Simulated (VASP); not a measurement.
Runs of VASP 6.6.1 on Pt. The structure is that of space group R-3m (No. 166), or close to it. The cells are those of the table. 

| cell | gap on the mesh (eV) | pressure (GPa) |
| --- | --- | --- |
| a = 2.954 Å, angles 53.7°, 1 atom | none | 8.0 |
| a = 3.010 Å, angles 53.8°, 1 atom | none | (a) |
| a = 2.614 Å, angles 70.5°, 1 atom | none | (c) |
| a = 2.674 Å, angles 66.9°, 1 atom | none | 7.5 |
| a = 2.730 Å, angles 66.7°, 1 atom | none | (b) |
| a = 3.060 Å, angles 50.8°, 1 atom | none | 10.4 |
| a = 3.032 Å, angles 50.7°, 1 atom | none | 19.8 |
| a = 2.697 Å, angles 70.2°, 1 atom | none | -5.5 |

Alike in all rows: task single point; level PBE; potentials or basis VASP PAW PBE potentials, release 64 (Pt); no spin polarisation; k mesh 20 × 20 × 20; cutoff (eV) 520; smearing gaussian 0.15 eV.

Question: Fill in the values left out.

Answer: (a) -6.5; (b) -6.8; (c) 17.7.

Caveats: spin-orbit coupling is left out, which moves the levels of the heavy elements; the cell stands under pressure (at least some runs); the cell stands under tension (at least some runs).

A k mesh can miss the band edges, and the runs leave out spin-orbit coupling on Pt.

A gap of «none» marks levels without a gap at the run's occupations.
